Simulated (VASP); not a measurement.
**H6C2O: single point with PBEsol**

The system is H6C2O.

```
C O H
1.0
     7.29363    0.00000    0.00000
     0.00000    7.29363    0.00000
     0.00000    0.00000    7.29363
C O H
8 4 24
Direct
  0.46136 0.82892 0.95461
  0.31303 0.95279 0.02751
  0.78465 0.38002 0.15107
  0.69135 0.47389 0.30977
  0.25608 0.47171 0.62872
  0.22130 0.64882 0.52684
  0.89870 0.86625 0.76350
  0.88198 0.06125 0.82828
  0.29024 0.09624 0.89698
  0.71668 0.35833 0.46396
  0.05522 0.62708 0.42653
  0.70960 0.12931 0.76649
  0.19279 0.17582 0.94113
  0.18382 0.87476 0.04593
  0.35268 0.00979 0.16211
  0.49000 0.71627 0.05047
  0.41982 0.77104 0.82197
  0.58553 0.91022 0.93219
  0.65740 0.41651 0.56773
  0.75254 0.60989 0.33450
  0.54354 0.49292 0.28153
  0.77146 0.46243 0.02579
  0.93099 0.36163 0.18216
  0.72241 0.24477 0.12836
  0.02857 0.74251 0.36550
  0.20861 0.76380 0.62422
  0.33591 0.68160 0.43362
  0.38153 0.48143 0.71144
  0.14118 0.44116 0.72134
  0.27073 0.35697 0.53238
  0.70265 0.25660 0.80487
  0.89028 0.06658 0.98025
  0.99629 0.14289 0.77029
  0.02422 0.80368 0.81763
  0.78120 0.78447 0.80925
  0.90301 0.86214 0.61339
```

| Property | Result |
| --- | --- |
| Program | VASP 6.6.1 |
| Task | single point |
| Functional | PBEsol |
| Potentials or basis | VASP PAW PBE potentials, release 64 (C, O, H) |
| Cutoff | 520 eV |
| k mesh | 1 × 1 × 1 |
| Occupations | fermi-dirac, width 0.05 eV |
| Spin | no spin polarisation |

- Pressure: 1.3 GPa
- Largest force: 0.288 eV/Å
- Band gap on the k mesh: 4.51 eV

Forces on the atoms (eV/Å):
```
C   -0.100 -0.011  0.259
C    0.199 -0.058 -0.111
C   -0.098  0.132  0.035
C    0.191 -0.203 -0.073
C   -0.012  0.184 -0.178
C   -0.001 -0.199  0.111
C    0.036  0.168 -0.012
C   -0.051 -0.069 -0.165
O    0.063  0.006  0.037
O   -0.046  0.018 -0.091
O    0.071 -0.046 -0.125
O    0.133 -0.105  0.213
H   -0.099  0.143  0.003
H   -0.131 -0.025  0.027
H    0.039  0.013  0.166
H    0.001 -0.105  0.093
H   -0.003 -0.041 -0.085
H   -0.006  0.068  0.012
H   -0.120 -0.034  0.090
H   -0.006  0.139 -0.019
H   -0.188  0.039 -0.099
H    0.029  0.085 -0.131
H    0.086  0.043  0.041
H   -0.078 -0.084 -0.030
H    0.005  0.126 -0.104
H    0.061  0.124  0.033
H    0.165 -0.028 -0.111
H    0.082 -0.024  0.089
H   -0.069  0.000  0.043
H    0.031 -0.134 -0.033
H   -0.142  0.082  0.128
H    0.058  0.018  0.027
H   -0.085  0.032 -0.005
H    0.082 -0.070  0.051
H   -0.077 -0.112  0.023
H   -0.021 -0.069 -0.106
```

Stress tensor (GPa, compression positive):
```
 1.65 -0.13 -0.12
-0.13  0.87  0.05
-0.12  0.05  1.38
```

Levels at points of the mesh, in eV from the valence-band top:
```
           k point  band 38  band 39  band 40  band 41  band 42  band 43
(0.00, 0.00, 0.00)    -0.32    -0.12     0.00     4.51     5.38     5.88
```

Wall time 51 s on 1 thread of Intel(R) Xeon(R) Platinum 8375C CPU @ 2.90GHz (Ice Lake) (shared host), peak memory 0.36 GiB.

Caveat: the k points lie up to 0.86 Å⁻¹ apart; the PAW data sets were made with another functional, which shifts forces and pressure a little.
